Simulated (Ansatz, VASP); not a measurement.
One calculation of TaH5, two programs

```xyz
6
Lattice="3.4524 0.0000 0.0000 -1.7262 2.9899 0.0000 0.0000 0.0000 2.9483" Properties=species:S:1:pos:R:3 pbc="T T T"
Ta    0.0000    0.0000    0.0000
H     1.7262    0.0000    1.4742
H     0.8631    1.4949    1.4742
H    -0.8631    1.4949    1.4742
H     0.0000    1.9932    0.0000
H     1.7262    0.9966    0.0000
```

Change from the starting cell: species swapped into the KAu5 type (P6/mmm, No. 191).

Alike in both runs: functional PBE; k mesh 6 × 6 × 6; occupations gaussian, width 0.1 eV; no spin polarisation.

Ansatz relaxed the structure, and its values are those at the end. VASP's run is a single point on that final structure, the one shown.

|  | VASP | Ansatz |
| --- | --- | --- |
| version | VASP 6.6.1 | Ansatz 0.2.0 |
| potentials or method | VASP PAW PBE potentials, release 64 (Ta_pv, H), cutoff 520 eV | scalar-relativistic, plane waves, PAW |
| valence electrons in the cell | 16 | 18 |

|  | VASP | Ansatz | Ansatz less VASP |
| --- | --- | --- | --- |
| gap on the k mesh at the Fermi level (eV) | none | none | - |
| pressure (GPa) | -0.2 | -0.2 | +0.06 |

A gap of «none» marks a metal or a gap that the smearing closes. VASP's potentials hold 16 valence electrons a cell and Ansatz's 18, so a difference there can come from the potentials and not from the codes.

Neither program's run includes spin-orbit coupling.
